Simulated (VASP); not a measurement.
# HoHgF4 (Cmmm) in VASP: a series of runs

Runs on HoHgF4. Level: PBE. Tasks: relaxation of cell and atoms, single point.

Everything below comes from runs of VASP 6.6.1. Logs are shortened: lines on timing, memory, paths and dates and some standing lists are left out, and cuts for length are marked.

**1. The cell of the first run**

The structure is orthorhombic, space group Cmmm (No. 65). The conventional cell has a = 7.264 Å, b = 7.389 Å, c = 3.395 Å, α = 90.00°, β = 90.00°, γ = 90.00°. Ho (site symmetry mmm) has 6 F at 2.24 to 2.26 Å within 3.0 Å. Hg (site symmetry mmm) has 6 F at 2.20 to 2.21 Å within 2.9 Å. Within 2.9 Å of F (site symmetry 2mm) lie 2 Hg at 2.20 Å and 1 Ho at 2.24 Å and 1 F at 2.79 Å. F (site symmetry m2m) has 1 Hg at 2.21 Å and 2 Ho at 2.26 Å and 9 F at 2.98 to 3.18 Å within 3.2 Å.

The cell was generated, and may not be a known phase.

**2. Relaxation of cell and atoms, PBE**

Contents of INCAR:

```
PREC     = Accurate       # precision mode
ENCUT    = 600            # plane-wave cutoff, eV
EDIFF    = 1E-7           # SCF threshold, eV
ISMEAR   = 0              # smearing method
SIGMA    = 0.1            # smearing width, eV
LREAL    = F              # projectors in reciprocal space
LASPH    = T              # aspherical terms in the spheres
NELM     = 200            # most SCF steps
ALGO     = Normal         # electronic algorithm
ISIF     = 3              # what is computed and relaxed
LWAVE    = F              # write WAVECAR
LCHARG   = F              # write CHGCAR
GGA      = PE             # functional
IBRION   = 2              # ionic algorithm
NSW      = 90             # ionic steps
EDIFFG   = -0.04          # ionic threshold
GGA_COMPAT= F            
NELMIN   = 4            
LMAXMIX  = 6              # l up to which the mixer works
```

Contents of KPOINTS:

```
regular mesh
0
Gamma
  4 4 6
```

Contents of POSCAR:

```
HoHgF4
1.0
    3.6319158100     -3.6945809200      0.0000000000
    3.6319158100      3.6945809200      0.0000000000
    0.0000000000      0.0000000000      3.3949121800
Ho Hg F
1 1 4
Direct
    0.0000000000      0.0000000000      0.0000000000
    0.5000000000      0.5000000000      0.5000000000
    0.6918020200      0.6918020200      0.0000000000
    0.7984370000      0.2015630000      0.5000000000
    0.2015630000      0.7984370000      0.5000000000
    0.3081979800      0.3081979800      0.0000000000
```

Potentials or basis: VASP PAW PBE potentials, release 64 (Ho_3, Hg, F), 4f in core.

Command:

```sh
cat potpaw_PBE.64/Ho_3/POTCAR potpaw_PBE.64/Hg/POTCAR potpaw_PBE.64/F/POTCAR > POTCAR
mpirun -np 1 vasp_std > vasp.out
```

OUTCAR:

```text
PREC = Accurate
   ENCUT = 600
   EDIFF = 1E-7
   ISMEAR = 0
   LREAL = F
   LASPH = T
   NELM = 200
   ISIF = 3
   GGA = PE
   IBRION = 2
   NSW = 90
   EDIFFG = -0.04
   NELMIN = 4

 ion  position               nearest neighbor table
   1  0.000  0.000  0.000-   3 2.24   6 2.24   5 2.26   4 2.26   4 2.26   5 2.26
   2  0.500  0.500  0.500-   3 2.20   6 2.20   3 2.20   6 2.20   5 2.21   4 2.21
   3  0.692  0.692  0.000-   2 2.20   2 2.20   1 2.24
   4  0.798  0.202  0.500-   2 2.21   1 2.26   1 2.26
   5  0.202  0.798  0.500-   2 2.21   1 2.26   1 2.26
   6  0.308  0.308  0.000-   2 2.20   2 2.20   1 2.24

  LATTYP: Found a base centered orthorhombic cell.
 ALAT       =     7.2638316200
 B/A-ratio  =     1.0172540095
 C/A-ratio  =     0.4673720920

  Lattice vectors:

 A1 = (   3.6319158100,  -3.6945809200,   0.0000000000)
 A2 = (   3.6319158100,   3.6945809200,   0.0000000000)
 A3 = (   0.0000000000,   0.0000000000,   3.3949121800)

Analysis of symmetry for initial positions (statically):
=====================================================================
 Subroutine PRICEL returns:
 Original cell was already a primitive cell.

 Routine SETGRP: Setting up the symmetry group for a
 base centered orthorhombic supercell.

 Subroutine GETGRP returns: Found  8 space group operations
 (whereof  8 operations were pure point group operations)
 out of a pool of  8 trial point group operations.

The static configuration has the point symmetry D_2h.

Analysis of symmetry for dynamics (positions and initial velocities):
=====================================================================
 Subroutine PRICEL returns:
 Original cell was already a primitive cell.

 Routine SETGRP: Setting up the symmetry group for a
 base centered orthorhombic supercell.

 Subroutine GETGRP returns: Found  8 space group operations
 (whereof  8 operations were pure point group operations)
 out of a pool of  8 trial point group operations.

The dynamic configuration has the point symmetry D_2h.

 Subroutine INISYM returns: Found  8 space group operations
 (whereof  8 operations are pure point group operations),
 and found     1 'primitive' translations

----------------------------------------------------------------------------------------

                                     Primitive cell

  volume of cell :      91.1086

  direct lattice vectors                    reciprocal lattice vectors
     3.631915810 -3.694580920  0.000000000     0.137668389 -0.135333347  0.000000000
     3.631915810  3.694580920  0.000000000     0.137668389  0.135333347  0.000000000
     0.000000000  0.000000000  3.394912180     0.000000000  0.000000000  0.294558429

  length of vectors
     5.180805017  5.180805017  3.394912180     0.193048440  0.193048440  0.294558429

  position of ions in fractional coordinates (direct lattice)
     0.000000000  0.000000000  0.000000000
     0.500000000  0.500000000  0.500000000
     0.691802020  0.691802020  0.000000000
     0.798437000  0.201563000  0.500000000
     0.201563000  0.798437000  0.500000000
     0.308197980  0.308197980  0.000000000

  ion indices of the primitive-cell ions
   primitive index   ion index
                 1           1
                 2           2
                 3           3
                 4           4
                 5           5
                 6           6

----------------------------------------------------------------------------------------

 KPOINTS: regular mesh

Automatic generation of k-mesh.
 Grid dimensions read from file:
 generate k-points for:    4    4    6

 Generating k-lattice:

  Cartesian coordinates                     Fractional coordinates (reciprocal lattice)
     0.034417097 -0.033833337  0.000000000     0.250000000  0.000000000  0.000000000
     0.034417097  0.033833337  0.000000000     0.000000000  0.250000000  0.000000000
     0.000000000  0.000000000  0.049093072     0.000000000  0.000000000  0.166666667

  Length of vectors
     0.048262110  0.048262110  0.049093072

  Shift w.r.t. Gamma in fractional coordinates (k-lattice)
     0.000000000  0.000000000  0.000000000

 Subroutine IBZKPT returns following result:
 ===========================================

 Found     28 irreducible k-points:

 Following reciprocal coordinates:
            Coordinates               Weight
  0.000000  0.000000  0.000000      1.000000
  0.250000  0.000000  0.000000      4.000000
  0.500000  0.000000  0.000000      2.000000
  0.250000  0.250000  0.000000      2.000000
  0.500000  0.250000  0.000000      4.000000
 -0.250000  0.250000  0.000000      2.000000
[... 16 lines left out ...]
  0.250000  0.000000  0.500000      4.000000
  0.500000  0.000000  0.500000      2.000000
 [... further k-points ...]
   k-points           NKPTS =     28   k-points in BZ     NKDIM =     28   number of bands    NBANDS=     29
   number of dos      NEDOS =    301   number of ions     NIONS =      6
   total plane-waves  NPLWV =  49392
   dimension x,y,z NGX =    42 NGY =   42 NGZ =   28
   dimension x,y,z NGXF=    84 NGYF=   84 NGZF=   56
   ions per type =               1   1   4
   NGX,Y,Z   is equivalent  to a cutoff of  13.48, 13.48, 13.71 a.u.
   NGXF,Y,Z  is equivalent  to a cutoff of  26.95, 26.95, 27.42 a.u.
 SYSTEM =  unknown system
   PREC   = accura    normal or accurate (medium, high low for compatibility)
   ISTART =      0    job   : 0-new  1-cont  2-samecut
   ICHARG =      2    charge: 1-file 2-atom 10-const
   ISPIN  =      1    spin polarized calculation?
   LNONCOLLINEAR =      F non collinear calculations
   LSORBIT =      F    spin-orbit coupling
   LASPH  =      T    aspherical Exc in radial PAW
   ENCUT  =  600.0 eV  44.10 Ry    6.64 a.u.  10.35 10.35  6.78*2*pi/ulx,y,z
   NELM   =    200;   NELMIN=  4; NELMDL= -5     # of ELM steps
   EDIFF  = 0.1E-06   stopping-criterion for ELM
   LREAL  =      F    real-space projection
   EDIFFG = -.4E-01   stopping-criterion for IOM
   NSW    =     90    number of steps for IOM
   IBRION =      2    ionic relax: 0-MD 1-quasi-New 2-CG
   NFREE  =      1    steps in history (QN), initial steepest desc. (CG)
   ISIF   =      3    stress and relaxation
   ISYM   =      2    0-nonsym 1-usesym 2-fastsym
   POTIM  = 0.5000    time-step for ionic-motion
   TEBEG  =    0.0;   TEEND  =   0.0 temperature during run
   PSTRESS=    0.0 pullay stress
   NELECT =      49.0000    total number of electrons
   NUPDOWN=      -1.0000    fix difference up-down
   EMIN   =  10.00;   EMAX   =-10.00  energy-range for DOS
   EFERMI =   0.00;   METHOD = LEGACY
   ISMEAR =     0;   SIGMA  =   0.10  broadening in eV -4-tet -1-fermi 0-gaus
   EFERMI_NEDOS =   21; number of points for ismear=-14 and -15
   IALGO  =     38    algorithm
   IMIX   =      4    mixing-type and parameters
     AMIX     =   0.40;   BMIX     =  1.00
     AMIX_MAG =   1.60;   BMIX_MAG =  1.00
  volume/ion in A,a.u.               =      15.18       102.47
  Fermi-wavevector in a.u.,A,eV,Ry     =   1.331334  2.515856 24.115650  1.772450
  Thomas-Fermi vector in A             =   2.460353
   LORBIT       =      0    0 simple, 1 ext, 2 COOP (PROOUT), +10 PAW based schemes
   GGA     = PE    functional components
   LHFCALC =     F    Hartree Fock is set to
   AEXX    =    0.0000 exact exchange contribution
   IVDW    =     0    specifies the selected vdW correction
   LEPSILON=     F    determine dielectric tensor
   LRPA    =     F    only Hartree local field effects (RPA)
 conjugate gradient relaxation of ions
 non-spin polarized calculation
 Gauss-broadening in eV      SIGMA  =   0.10
  energy-cutoff  :      600.00
  volume of cell :       91.11
 maximum number of plane-waves:      3076
 NGX is ok and might be reduce to    42
   NGX = 21   NGY = 21   NGZ = 13

--------------------------------------- Ionic step        1  -------------------------------------------

 number of electron      48.9999962 magnetization

 Free energy of the ion-electron system (eV)
  ---------------------------------------------------
  ext. energy  EPLUGINS =         0.00000000
  ---------------------------------------------------
  free energy    TOTEN  =       -26.44781129 eV

  energy without entropy =      -26.44641623  energy(sigma->0) =      -26.44711376

------------------------ aborting loop because EDIFF is reached ----------------------------------------

  FORCE on cell =-STRESS in cart. coord.  units (eV):
  Direction    XX          YY          ZZ          XY          YZ          ZX
  --------------------------------------------------------------------------------------
  -------------------------------------------------------------------------------------
  Total        7.5759353     11.5858408     15.1793659      0.0000000      0.0000000      0.0000000
  in kB      133.2254949    203.7410979    266.9345060      0.0000000      0.0000000      0.0000000
  external PRESSURE =     201.3003663 kB  Pullay stress =       0.0000000 kB
[... 101 lines left out ...]
  FREE ENERGIE OF THE ION-ELECTRON SYSTEM (eV)
  ---------------------------------------------------
  free  energy   TOTEN  =       -28.9228601093 eV

  energy  without entropy=      -28.9223065822  energy(sigma->0) =      -28.92258335

 E-fermi :   0.2630     XC(G=0):  -8.5775

 val. band max:        0.0780105235   @ k =   0.5000   0.0000   0.1667
 cond. band min:       0.4330535583   @ k =   0.0000   0.0000   0.3333
 fundamental gap:      0.3550430349
 Fermi energy:         0.2629667189

 k-point     1 :       0.0000    0.0000    0.0000
  band No.  band energies     occupation
      1     -24.7509      2.00000
      2     -24.3206      2.00000
      3     -23.6088      2.00000
      4     -23.1990      2.00000
      5     -22.5993      2.00000
      6     -21.7090      2.00000
[... 757 lines left out ...]
     28       4.9152      0.00000
     29       5.3029      0.00000

 [... further k-points ...]

[... ionic steps 4 to 13 ...]

--------------------------------------- Ionic step       14  -------------------------------------------

 number of electron      48.9999957 magnetization

------------------------ aborting loop because EDIFF is reached ----------------------------------------

  FORCE on cell =-STRESS in cart. coord.  units (eV):
  Direction    XX          YY          ZZ          XY          YZ          ZX
  --------------------------------------------------------------------------------------
  -------------------------------------------------------------------------------------
  Total       -0.1382499     -0.0191669     -0.0277491      0.0000000      0.0000000      0.0000000
  in kB       -1.8564341     -0.2573747     -0.3726176      0.0000000      0.0000000      0.0000000
  external PRESSURE =      -0.8288088 kB  Pullay stress =       0.0000000 kB
[... 65 lines left out ...]
  energy  without entropy=      -29.4863626748  energy(sigma->0) =      -29.48639228

--------------------------------------- Ionic step       16  -------------------------------------------

 number of electron      48.9999965 magnetization

 Free energy of the ion-electron system (eV)
  ---------------------------------------------------
  ext. energy  EPLUGINS =         0.00000000
  ---------------------------------------------------
  free energy    TOTEN  =       -29.48660567 eV

  energy without entropy =      -29.48654339  energy(sigma->0) =      -29.48657453

 E-fermi :  -0.3096     XC(G=0):  -8.3398

 val. band max:       -0.5184086699   @ k =   0.5000   0.0000   0.1667
 cond. band min:      -0.1088087242   @ k =   0.0000   0.0000   0.3333
 fundamental gap:      0.4095999457
 Fermi energy:        -0.3095521222

 k-point     1 :       0.0000    0.0000    0.0000
  band No.  band energies     occupation
      1     -24.9872      2.00000
      2     -24.5684      2.00000
      3     -23.7347      2.00000
      4     -23.3944      2.00000
      5     -22.8061      2.00000
      6     -21.8655      2.00000
[... 757 lines left out ...]
     28       4.8513      0.00000
     29       4.8693      0.00000

 [... further k-points ...]
[... 5 lines left out ...]
  --------------------------------------------------------------------------------------
  -------------------------------------------------------------------------------------
  Total        0.0073123     -0.0231606     -0.0489986      0.0000000      0.0000000      0.0000000
  in kB        0.0981887     -0.3109973     -0.6579469      0.0000000      0.0000000      0.0000000
  external PRESSURE =      -0.2902518 kB  Pullay stress =       0.0000000 kB
[... 21 lines left out ...]
  FREE ENERGIE OF THE ION-ELECTRON SYSTEM (eV)
  ---------------------------------------------------
  free  energy   TOTEN  =       -29.4866056650 eV

  energy  without entropy=      -29.4865433864  energy(sigma->0) =      -29.48657453

 reached required accuracy - stopping structural energy minimisation
```

Run time: 7.2 min. Hardware: 1 thread of Intel Xeon 6975P-C (Granite Rapids), shared host; peak memory 0.29 GiB.

Results:

| Property | Result |
| --- | --- |
| Free energy | -29.4866 eV |
| Relaxed volume | 19.89 Å³/atom |
| Relaxed cell | a = 5.835 Å, b = 5.835 Å, c = 3.507 Å, α = 90.00°, β = 90.00°, γ = 92.30° |
| Space group after relaxing (to 0.1 Å) | Cmmm (No. 65) |
| Energy gained by relaxing | 506.5 meV/atom |
| Ionic steps | 16 |
| Pressure after relaxing | 0.0 GPa |
| Largest force after relaxing | 0.017 eV/Å |
| Band gap on the k mesh | zero (an odd number of electrons rules out a gap without spin polarisation) |

Forces in eV/Å, atoms in the order of the input:
```
Ho   0.000  0.000  0.000
Hg   0.000  0.000  0.000
F    0.017  0.000  0.000
F    0.000 -0.005  0.000
F    0.000  0.005  0.000
F   -0.017  0.000  0.000
```

Step by step:
```csv
step,energy change (eV),largest force (eV/Å),pressure (GPa),volume (Å³)
1,0.0000,3.9246,20.13,91.11
2,-2.4759,1.5454,-4.17,118.56
3,-2.4750,1.5916,-3.75,117.30
4,-2.8491,0.5872,0.83,112.67
5,-2.8692,0.3737,2.45,111.44
6,-2.9672,0.4041,1.57,114.24
7,-2.9684,0.3368,1.59,113.98
8,-3.0066,0.2877,-0.38,117.64
9,-3.0086,0.3098,-0.94,118.74
10,-3.0316,0.1079,-0.28,118.95
11,-3.0325,0.1127,-0.11,118.99
12,-3.0382,0.0207,0.23,118.77
13,-3.0382,0.0218,0.23,118.77
14,-3.0386,0.0574,-0.08,119.32
15,-3.0386,0.0498,-0.02,119.20
16,-3.0388,0.0170,-0.03,119.32
```

Final structure:
```xyz
6
Lattice="4.0427 -4.2080 0.0000 4.0427 4.2080 0.0000 0.0000 0.0000 3.5069" Properties=species:S:1:pos:R:3 pbc="T T T"
Ho    8.0853    0.0000    0.0000
Hg    4.0427    0.0000    1.7535
F     5.9369    0.0000    0.0000
F     4.0427   -2.8617    1.7535
F     4.0427    2.8617    1.7535
F     2.1484    0.0000    0.0000
```

Caveat: the volume moved by over 15 % at a fixed basis, so the end points are rough; spin-orbit coupling is left out, which moves the levels of the heavy elements; the 4f electrons are frozen in the core, so they carry no moment and show no levels; an odd number of electrons without spin polarisation forces a metal; a magnetic or distorted state may lie lower; the run has no spin polarisation, though such a crystal can be magnetic. With open d or f shells a metallic result of PBE can be an artefact of self-interaction; +U or a hybrid may open a gap.

(Continued in part 2 of 2.)

The gap in the log of VASP goes by the Fermi energy; the results here count the filled bands.